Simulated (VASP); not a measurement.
# MgS (Fm-3m) in VASP: further runs

The runs below take MgS through single point, relaxation of cell and atoms, with PBEsol.

All numbers are computed with VASP 6.6.1; they aren't measurements. Logs are shortened: lines on timing, memory, paths and dates and some standing lists are left out, and cuts for length are marked.

## (1) The cell of the first run

The structure is cubic, space group Fm-3m (No. 225). Conventional cell: a = 5.209 Å, b = 5.209 Å, c = 5.209 Å, α = 90.00°, β = 90.00°, γ = 90.00°. Mg (site symmetry m-3m) has 6 S at 2.60 Å within 3.4 Å. Within 3.4 Å of S (site symmetry m-3m) lie 6 Mg at 2.60 Å.

## (2) Single point, PBEsol

The input, INCAR:

```
SYSTEM = MgS
PREC = Accurate ; ENCUT = 600
EDIFF = 1E-6 ; ISMEAR = 0
SIGMA = 0.1 ; LREAL = .False.
LASPH = .True. ; NELM = 120
ALGO = Normal ; ISIF = 2
LWAVE = .False. ; LCHARG = .False.
GGA = PS ; NBANDS = 11
GGA_COMPAT = .False.
```

The input, KPOINTS:

```
regular mesh
0
Gamma
  6 6 6
  0 0 0
```

The input, POSCAR:

```
MgS
1.0
    0.0000000000      2.6043975600      2.6043975600
    2.6043975600      0.0000000000      2.6043975600
    2.6043975600      2.6043975600      0.0000000000
Mg S
1 1
Direct
    0.0000000000      0.0000000000      0.0000000000
    0.5000000000      0.5000000000      0.5000000000
```

Potentials or basis: VASP PAW PBE potentials, release 64 (Mg, S).

Command:

```console
$ cat potpaw_PBE.64/Mg/POTCAR potpaw_PBE.64/S/POTCAR > POTCAR
$ mpirun -np 1 vasp_std > vasp.out
```

OUTCAR:

```text
SYSTEM = MgS
   PREC = Accurate
   ENCUT = 600
   EDIFF = 1E-6
   ISMEAR = 0
   LREAL = .False.
   LASPH = .True.
   NELM = 120
   ISIF = 2
   GGA = PS

 ion  position               nearest neighbor table
   1  0.000  0.000  0.000-   2 2.60   2 2.60   2 2.60   2 2.60   2 2.60   2 2.60
   2  0.500  0.500  0.500-   1 2.60   1 2.60   1 2.60   1 2.60   1 2.60   1 2.60

  LATTYP: Found a face centered cubic cell.
 ALAT       =     5.2087951200

  Lattice vectors:

 A1 = (   0.0000000000,   2.6043975600,   2.6043975600)
 A2 = (   2.6043975600,   0.0000000000,   2.6043975600)
 A3 = (   2.6043975600,   2.6043975600,   0.0000000000)

Analysis of symmetry for initial positions (statically):
=====================================================================
 Subroutine PRICEL returns:
 Original cell was already a primitive cell.

 Routine SETGRP: Setting up the symmetry group for a
 face centered cubic supercell.

 Subroutine GETGRP returns: Found 48 space group operations
 (whereof 48 operations were pure point group operations)
 out of a pool of 48 trial point group operations.

The static configuration has the point symmetry O_h .

Analysis of symmetry for dynamics (positions and initial velocities):
=====================================================================
 Subroutine PRICEL returns:
 Original cell was already a primitive cell.

 Routine SETGRP: Setting up the symmetry group for a
 face centered cubic supercell.

 Subroutine GETGRP returns: Found 48 space group operations
 (whereof 48 operations were pure point group operations)
 out of a pool of 48 trial point group operations.

The dynamic configuration has the point symmetry O_h .

 Subroutine INISYM returns: Found 48 space group operations
 (whereof 48 operations are pure point group operations),
 and found     1 'primitive' translations

----------------------------------------------------------------------------------------

                                     Primitive cell

  volume of cell :      35.3307

  direct lattice vectors                    reciprocal lattice vectors
     0.000000000  2.604397560  2.604397560    -0.191982978  0.191982978  0.191982978
     2.604397560  0.000000000  2.604397560     0.191982978 -0.191982978  0.191982978
     2.604397560  2.604397560  0.000000000     0.191982978  0.191982978 -0.191982978

  length of vectors
     3.683174351  3.683174351  3.683174351     0.332524272  0.332524272  0.332524272

  position of ions in fractional coordinates (direct lattice)
     0.000000000  0.000000000  0.000000000
     0.500000000  0.500000000  0.500000000

  ion indices of the primitive-cell ions
   primitive index   ion index
                 1           1
                 2           2

----------------------------------------------------------------------------------------

 KPOINTS: regular mesh

Automatic generation of k-mesh.
 Grid dimensions read from file:
 generate k-points for:    6    6    6

 Generating k-lattice:

  Cartesian coordinates                     Fractional coordinates (reciprocal lattice)
    -0.031997163  0.031997163  0.031997163     0.166666667  0.000000000  0.000000000
     0.031997163 -0.031997163  0.031997163     0.000000000  0.166666667  0.000000000
     0.031997163  0.031997163 -0.031997163     0.000000000  0.000000000  0.166666667

  Length of vectors
     0.055420712  0.055420712  0.055420712

  Shift w.r.t. Gamma in fractional coordinates (k-lattice)
     0.000000000  0.000000000  0.000000000

 Subroutine IBZKPT returns following result:
 ===========================================

 Found     16 irreducible k-points:

 Following reciprocal coordinates:
            Coordinates               Weight
  0.000000  0.000000  0.000000      1.000000
  0.166667  0.000000  0.000000      8.000000
  0.333333  0.000000  0.000000      8.000000
  0.500000  0.000000  0.000000      4.000000
  0.166667  0.166667  0.000000      6.000000
  0.333333  0.166667  0.000000     24.000000
[... 8 lines left out ...]
 -0.333333  0.333333  0.166667     24.000000
 -0.333333  0.500000  0.166667     12.000000
   k-points           NKPTS =     16   k-points in BZ     NKDIM =     16   number of bands    NBANDS=     11
   number of dos      NEDOS =    301   number of ions     NIONS =      2
   total plane-waves  NPLWV =  27000
   dimension x,y,z NGX =    30 NGY =   30 NGZ =   30
   dimension x,y,z NGXF=    60 NGYF=   60 NGZF=   60
   ions per type =               1   1
   NGX,Y,Z   is equivalent  to a cutoff of  13.54, 13.54, 13.54 a.u.
   NGXF,Y,Z  is equivalent  to a cutoff of  27.08, 27.08, 27.08 a.u.
 SYSTEM =  MgS
   PREC   = accura    normal or accurate (medium, high low for compatibility)
   ISTART =      0    job   : 0-new  1-cont  2-samecut
   ICHARG =      2    charge: 1-file 2-atom 10-const
   ISPIN  =      1    spin polarized calculation?
   LNONCOLLINEAR =      F non collinear calculations
   LSORBIT =      F    spin-orbit coupling
   LASPH  =      T    aspherical Exc in radial PAW
   ENCUT  =  600.0 eV  44.10 Ry    6.64 a.u.   7.36  7.36  7.36*2*pi/ulx,y,z
   NELM   =    120;   NELMIN=  2; NELMDL= -5     # of ELM steps
   EDIFF  = 0.1E-05   stopping-criterion for ELM
   LREAL  =      F    real-space projection
   EDIFFG = 0.1E-04   stopping-criterion for IOM
   NSW    =      0    number of steps for IOM
   IBRION =     -1    ionic relax: 0-MD 1-quasi-New 2-CG
   NFREE  =      0    steps in history (QN), initial steepest desc. (CG)
   ISIF   =      2    stress and relaxation
   ISYM   =      2    0-nonsym 1-usesym 2-fastsym
   POTIM  = 0.5000    time-step for ionic-motion
   TEBEG  =    0.0;   TEEND  =   0.0 temperature during run
   PSTRESS=    0.0 pullay stress
   NELECT =       8.0000    total number of electrons
   NUPDOWN=      -1.0000    fix difference up-down
   EMIN   =  10.00;   EMAX   =-10.00  energy-range for DOS
   EFERMI =   0.00;   METHOD = LEGACY
   ISMEAR =     0;   SIGMA  =   0.10  broadening in eV -4-tet -1-fermi 0-gaus
   EFERMI_NEDOS =   21; number of points for ismear=-14 and -15
   IALGO  =     38    algorithm
   IMIX   =      4    mixing-type and parameters
     AMIX     =   0.40;   BMIX     =  1.00
     AMIX_MAG =   1.60;   BMIX_MAG =  1.00
  volume/ion in A,a.u.               =      17.67       119.21
  Fermi-wavevector in a.u.,A,eV,Ry     =   0.997825  1.885615 13.546695  0.995654
  Thomas-Fermi vector in A             =   2.130007
   LORBIT       =      0    0 simple, 1 ext, 2 COOP (PROOUT), +10 PAW based schemes
   GGA     = PS    functional components
   LHFCALC =     F    Hartree Fock is set to
   AEXX    =    0.0000 exact exchange contribution
   IVDW    =     0    specifies the selected vdW correction
   LEPSILON=     F    determine dielectric tensor
   LRPA    =     F    only Hartree local field effects (RPA)
 non-spin polarized calculation
 Gauss-broadening in eV      SIGMA  =   0.10
  energy-cutoff  :      600.00
  volume of cell :       35.33
 maximum number of plane-waves:      1243
 NGX is ok and might be reduce to    30
   NGX = 15   NGY = 15   NGZ = 15

 number of electron       7.9999999 magnetization

 Free energy of the ion-electron system (eV)
  ---------------------------------------------------
  ext. energy  EPLUGINS =         0.00000000
  ---------------------------------------------------
  free energy    TOTEN  =        -9.07001639 eV

  energy without entropy =       -9.07001639  energy(sigma->0) =       -9.07001639

 E-fermi :   4.0961     XC(G=0):  -9.8229

 val. band max:        3.6496829180   @ k =   0.0000   0.0000   0.0000
 cond. band min:       6.3447613946   @ k =   0.5000   0.5000   0.0000
 fundamental gap:      2.6950784766
 Fermi energy:         4.0961277717

 k-point     1 :       0.0000    0.0000    0.0000
  band No.  band energies     occupation
      1      -9.0154      2.00000
      2       3.6497      2.00000
      3       3.6497      2.00000
      4       3.6497      2.00000
      5       7.2168      0.00000
      6      11.5035      0.00000
      7      11.5035      0.00000
      8      11.5035      0.00000
      9      13.9552      0.00000
     10      13.9552      0.00000
     11      15.9362      0.00000

 k-point     2 :       0.1667    0.0000    0.0000
  band No.  band energies     occupation
      1      -8.7500      2.00000
      2       1.9946      2.00000
      3       3.4788      2.00000
      4       3.4788      2.00000
      5       8.3243      0.00000
      6      11.1911      0.00000
      7      11.7718      0.00000
      8      11.7718      0.00000
      9      13.2252      0.00000
     10      13.2252      0.00000
     11      15.9309      0.00000

 k-point     3 :       0.3333    0.0000    0.0000
  band No.  band energies     occupation
      1      -8.1083      2.00000
      2      -0.2324      2.00000
      3       3.1838      2.00000
      4       3.1838      2.00000
      5       8.2830      0.00000
      6      10.9026      0.00000
      7      10.9026      0.00000
      8      12.8985      0.00000
      9      15.0383      0.00000
     10      15.0825      0.00000
     11      15.0825      0.00000

 k-point     4 :       0.5000    0.0000    0.0000
  band No.  band energies     occupation
      1      -7.6973      2.00000
      2      -1.2292      2.00000
      3       3.0541      2.00000
      4       3.0541      2.00000
      5       8.0443      0.00000
      6      10.4699      0.00000
      7      10.4699      0.00000
      8      13.6808      0.00000
      9      15.6036      0.00000
     10      18.0275      0.00000
     11      18.0275      0.00000
[... 127 lines left out ...]
 k-point    14 :       0.5000    0.3333    0.1667
  band No.  band energies     occupation
      1      -7.6704      2.00000
      2      -0.0783      2.00000
      3       1.4258      2.00000
      4       2.3999      2.00000
      5       8.8655      0.00000
      6      10.1471      0.00000
      7      10.8442      0.00000
      8      13.3982      0.00000
      9      15.1031      0.00000
     10      18.3409      0.00000
     11      18.9100      0.00000

 k-point    15 :      -0.3333    0.3333    0.1667
  band No.  band energies     occupation
      1      -7.3911      2.00000
      2      -0.3191      2.00000
      3       0.8983      2.00000
      4       2.0429      2.00000
      5       8.9070      0.00000
      6      10.2460      0.00000
      7      12.2251      0.00000
      8      12.4839      0.00000
      9      15.7596      0.00000
     10      17.4197      0.00000
     11      19.3174      0.00000

 k-point    16 :      -0.3333    0.5000    0.1667
  band No.  band energies     occupation
      1      -7.2873      2.00000
      2      -0.1497      2.00000
      3       1.0339      2.00000
      4       1.4098      2.00000
      5       7.9931      0.00000
      6       9.7461      0.00000
      7      12.7171      0.00000
      8      13.3277      0.00000
      9      17.3045      0.00000
     10      18.5568      0.00000
     11      19.0299      0.00000

------------------------ aborting loop because EDIFF is reached ----------------------------------------

  FORCE on cell =-STRESS in cart. coord.  units (eV):
  Direction    XX          YY          ZZ          XY          YZ          ZX
  --------------------------------------------------------------------------------------
  -------------------------------------------------------------------------------------
  Total       -0.2947665     -0.2947665     -0.2947665      0.0000000      0.0000000      0.0000000
  in kB      -13.3670913    -13.3670913    -13.3670913      0.0000000      0.0000000      0.0000000
  external PRESSURE =     -13.3670913 kB  Pullay stress =       0.0000000 kB

 VOLUME and BASIS-vectors are now :
 -----------------------------------------------------------------------------
  energy-cutoff  :      600.00
  volume of cell :       35.33
      direct lattice vectors                 reciprocal lattice vectors
     0.000000000  2.604397560  2.604397560    -0.191982978  0.191982978  0.191982978
     2.604397560  0.000000000  2.604397560     0.191982978 -0.191982978  0.191982978
     2.604397560  2.604397560  0.000000000     0.191982978  0.191982978 -0.191982978

 POSITION                                       TOTAL-FORCE (eV/Angst)
 -----------------------------------------------------------------------------------
      0.00000      0.00000      0.00000         0.000000      0.000000      0.000000
      2.60440      2.60440      2.60440        -0.000000     -0.000000      0.000000
 -----------------------------------------------------------------------------------
    total drift:                               -0.000000     -0.000000      0.000000

  FREE ENERGIE OF THE ION-ELECTRON SYSTEM (eV)
  ---------------------------------------------------
  free  energy   TOTEN  =        -9.0700163927 eV

  energy  without entropy=       -9.0700163927  energy(sigma->0) =       -9.07001639
```

Run time: 11 s. Hardware: 1 thread of AMD EPYC 7R43 (Zen 3), shared host; peak memory 0.13 GiB.

Results:

```yaml
Free_energy: -9.0700 eV
Pressure: -1.3 GPa
Band_gap_on_the_k_mesh: 2.70 eV (least direct gap 3.57 eV)
```

Caveat: the PAW data sets were made with another functional, which shifts forces and pressure a little. A k mesh can miss the band edges.

## (3) Single point, PBEsol

This run uses another cell than the first one, of 17.39 Å³/atom.

The input, INCAR:

```
SYSTEM = MgS
PREC     = Accurate       ! precision mode
ENCUT    = 600            ! plane-wave cutoff, eV
EDIFF    = 1E-6           ! SCF threshold, eV
ISMEAR   = 0              ! smearing method
SIGMA    = 0.02           ! smearing width, eV
LREAL    = .False.        ! projectors in reciprocal space
LASPH    = .True.         ! aspherical terms in the spheres
NELM     = 120            ! most SCF steps
ALGO     = Normal         ! electronic algorithm
ISIF     = 2              ! what is computed and relaxed
LWAVE    = .False.        ! write WAVECAR
LCHARG   = .False.        ! write CHGCAR
GGA      = PS             ! functional
NBANDS   = 11             ! bands
GGA_COMPAT= .False.
```

The input, KPOINTS:

```
regular mesh
0
Gamma
  8 8 8
  0 0 0
```

The input, POSCAR:

```
MgS
1.0
    0.0000000000      2.5908701174      2.5908701174
    2.5908701174      0.0000000000      2.5908701174
    2.5908701174      2.5908701174      0.0000000000
Mg S
1 1
Direct
    0.0000000000      0.0000000000      0.0000000000
    0.5000000000      0.5000000000      0.5000000000
```

Potentials or basis: VASP PAW PBE potentials, release 64 (Mg, S).

Command:

```console
$ cat potpaw_PBE.64/Mg/POTCAR potpaw_PBE.64/S/POTCAR > POTCAR
$ mpirun -np 1 vasp_std > vasp.out
```

Run time: 20 s. Hardware: 1 thread of AMD EPYC 7R43 (Zen 3), shared host; peak memory 0.13 GiB.

Results (log left out):

- Free energy: -9.0755 eV
- Pressure: -0.2 GPa
- Band gap on the k mesh: 2.73 eV (least direct gap 3.69 eV)

Levels at points of the mesh, in eV from the valence-band top:
| k point | band 1 | band 2 | band 3 | band 4 | band 5 | band 6 | band 7 | band 8 | band 9 |
| --- | --- | --- | --- | --- | --- | --- | --- | --- | --- |
| (0.00, 0.00, 0.00) | -12.76 | 0.00 | 0.00 | 0.00 | 3.69 | 7.85 | 7.85 | 7.85 | 10.32 |
| (0.50, 0.00, 0.00) | -11.40 | -4.96 | -0.61 | -0.61 | 4.42 | 6.84 | 6.84 | 10.20 | 12.04 |
| (0.50, 0.50, 0.00) | -11.01 | -4.33 | -1.74 | -1.74 | 2.73 | 4.20 | 11.99 | 12.86 | 13.39 |

Caveat: the PAW data sets were made with another functional, which shifts forces and pressure a little.

## (4) Relaxation of cell and atoms, PBEsol

The input, INCAR:

```
ALGO     = Normal         # electronic algorithm
EDIFF    = 1E-7           # SCF threshold, eV
EDIFFG   = -0.002         # ionic threshold
ENCUT    = 600            # plane-wave cutoff, eV
GGA      = PS             # functional
GGA_COMPAT= F            
IBRION   = 2              # ionic algorithm
ISIF     = 3              # what is computed and relaxed
ISMEAR   = 0              # smearing method
LASPH    = T              # aspherical terms in the spheres
LCHARG   = F              # write CHGCAR
LREAL    = F              # projectors in reciprocal space
LWAVE    = F              # write WAVECAR
NELM     = 120            # most SCF steps
NELMIN   = 4            
NSW      = 100            # ionic steps
PREC     = Accurate       # precision mode
SIGMA    = 0.02           # smearing width, eV
```

The input, KPOINTS:

```
k-points
0
Gamma
  8 8 8
```

The input, POSCAR:

```
MgS
1.0
    0.0000000000      2.6043975600      2.6043975600
    2.6043975600      0.0000000000      2.6043975600
    2.6043975600      2.6043975600      0.0000000000
Mg S
1 1
Direct
    0.0000000000      0.0000000000      0.0000000000
    0.5000000000      0.5000000000      0.5000000000
```

Command:

```console
$ cat potpaw_PBE.64/Mg/POTCAR potpaw_PBE.64/S/POTCAR > POTCAR
$ mpirun -np 1 vasp_std > vasp.out
```

It took 32 s on 1 thread of AMD EPYC 7R43 (Zen 3), shared host; peak memory 0.14 GiB.

It converged, with:

* Free energy: -9.0756 eV
* Relaxed volume: 17.36 Å³/atom
* Relaxed cell: a = 3.662 Å, b = 3.662 Å, c = 3.662 Å, α = 60.00°, β = 60.00°, γ = 60.00°
* Space group after relaxing (to 0.1 Å): Fm-3m (No. 225)
* Energy gained by relaxing: 1.3 meV/atom
* Ionic steps: 3
* Pressure after relaxing: 0.0 GPa
* Band gap on the k mesh: 2.73 eV (least direct gap 3.71 eV)

The path:
| step | energy change (eV) | largest force (eV/Å) | pressure (GPa) | volume (Å³) |
| --- | --- | --- | --- | --- |
| 1 | 0.0000 | 0.0000 | -1.34 | 35.33 |
| 2 | -0.0025 | 0.0000 | 0.31 | 34.58 |
| 3 | -0.0026 | 0.0000 | 0.00 | 34.71 |

Final structure:
```
CELL_PARAMETERS angstrom
0.00000 2.58911 2.58911
2.58911 0.00000 2.58911
2.58911 2.58911 0.00000
ATOMIC_POSITIONS crystal
Mg 0.00000 0.00000 0.00000
S 0.50000 0.50000 0.50000
```

Levels at points of the mesh, in eV from the valence-band top:
| k point | band 2 | band 3 | band 4 | band 5 | band 6 | band 7 |
| --- | --- | --- | --- | --- | --- | --- |
| (0.00, 0.00, 0.00) | 0.00 | 0.00 | 0.00 | 3.71 | 7.84 | 7.84 |
| (0.50, 0.00, 0.00) | -4.97 | -0.62 | -0.62 | 4.42 | 6.84 | 6.84 |
| (0.50, 0.50, 0.00) | -4.34 | -1.74 | -1.74 | 2.73 | 4.20 | 12.01 |

Caveat: the PAW data sets were made with another functional, which shifts forces and pressure a little.

## (5) Overview

```csv
task,cell,k mesh,smearing,gap on the mesh (eV),pressure (GPa)
single point,"a = 3.683 Å, angles 60.0°, 2 atoms",6 × 6 × 6,gaussian 0.1 eV,2.70,-1.3
single point,"a = 3.664 Å, angles 60.0°, 2 atoms",8 × 8 × 8,gaussian 0.02 eV,2.73,-0.2
relaxation of cell and atoms,"relaxed from a = 3.683 Å, angles 60.0°, 2 atoms",8 × 8 × 8,gaussian 0.02 eV,2.73,0.0
```

Alike in all rows: level PBEsol; potentials or basis VASP PAW PBE potentials, release 64 (Mg, S); no spin polarisation; cutoff (eV) 600.

Caveats: the PAW data sets were made with another functional, which shifts forces and pressure a little.

Absolute energies hang on the potentials; compare differences alone.
